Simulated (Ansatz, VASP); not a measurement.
# Cd2P in VASP and in Ansatz

```
CELL_PARAMETERS angstrom
0.00000 3.27118 3.27118
3.27118 0.00000 3.27118
3.27118 3.27118 0.00000
ATOMIC_POSITIONS crystal
Cd 0.25000 0.25000 0.25000
Cd 0.75000 0.75000 0.75000
P 0.50000 0.50000 0.50000
```

Alike in both runs: functional PBE; k mesh 4 × 4 × 4; occupations gaussian, width 0.1 eV; no spin polarisation.

Ansatz relaxed the structure, and its values are those at the end. VASP's run is a single point on that final structure, the one shown.

|  | VASP | Ansatz |
| --- | --- | --- |
| version | VASP 6.6.1 | Ansatz 0.2.0 |
| potentials or method | VASP PAW PBE potentials, release 64 (Cd, P), cutoff 520 eV | scalar-relativistic, plane waves, PAW |
| valence electrons in the cell | 29 | 45 |

```csv
,VASP,Ansatz,Ansatz less VASP
gap on the k mesh at the Fermi level (eV),none,none,-
pressure (GPa),0.4,0.2,-0.25
```

A gap of «none» marks a metal or a gap that the smearing closes. The functional is the same, so the differences come from potentials, cutoffs and numerics. VASP's potentials hold 29 valence electrons a cell and Ansatz's 45, so a difference there can come from the potentials and not from the codes.

The k mesh is coarse, so the values compare programs but aren't converged.
